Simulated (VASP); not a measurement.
Wanted: the native input for a VASP 6.6.1 run.

```yaml
Task: single point
Functional: BLYP
Dispersion: D3(BJ)
Potentials_or_basis: VASP PAW PBE potentials, release 64 (Hf_pv)
Cutoff: 520 eV
k_mesh: 10 × 10 × 5
Occupations: fermi-dirac, width 0.05 eV
Spin: no spin polarisation
Dipole_correction: no
Further_INCAR_settings: ALGO = Normal; EDIFF = 1e-06; NBANDS = 17
```

The structure of Hf lies in POSCAR:

```
Hf
1.0
    3.1452184779      0.0000000000      0.0000000000
   -1.5726092389      2.7238391023      0.0000000000
    0.0000000000      0.0000000000      4.9766121725
Hf
2
Direct
    0.6666666667      0.3333333333      0.7500000000
    0.3333333333      0.6666666667      0.2500000000
```

The input as run:

INCAR

```
SYSTEM = Hf
PREC     = Accurate       ! precision mode
ENCUT    = 520            ! plane-wave cutoff, eV
EDIFF    = 1E-6           ! SCF threshold, eV
ISMEAR   = -1             ! smearing method
SIGMA    = 0.05           ! smearing width, eV
LREAL    = .FALSE.        ! projectors in reciprocal space
LASPH    = .TRUE.         ! aspherical terms in the spheres
NELM     = 60             ! most SCF steps
ALGO     = Normal         ! electronic algorithm
ISIF     = 2              ! what is computed and relaxed
LWAVE    = .FALSE.        ! write WAVECAR
LCHARG   = .FALSE.        ! write CHGCAR
GGA      = B5             ! functional
ALDAX    = 1.0          
AGGAX    = 1.0          
AGGAC    = 1.0          
ALDAC    = 0.0          
IVDW     = 12             ! dispersion correction
VDW_S6   = 1.0          
VDW_S8   = 2.6996       
VDW_A1   = 0.4298       
VDW_A2   = 4.2359       
NBANDS   = 17             ! bands
```

KPOINTS

```
Automatic mesh
0
G
  10 10 5
  0 0 0
```

Potentials or basis: VASP PAW PBE potentials, release 64 (Hf_pv).

Run with:

```bash
$ cat potpaw_PBE.64/Hf_pv/POTCAR > POTCAR
$ mpirun -np 1 vasp_std > vasp.out
```

Results of the run:

```json
{"Pressure": "0.1 GPa", "Band gap on the k mesh": "zero (band 10 reaches 6.88 eV, above the bottom of band 11 at 5.42 eV)", "Dispersion energy per atom": "-1.184 eV"}
```

Caveat: the PAW data sets were made with another functional, which shifts forces and pressure a little; spin-orbit coupling is left out, which moves the levels of the heavy elements; pairwise dispersion overbinds metals, which lowers pressure and volume.

It took 13 s on 1 thread of Intel(R) Xeon(R) 6975P-C (Granite Rapids), with other jobs on the host, peak memory 0.18 GiB.
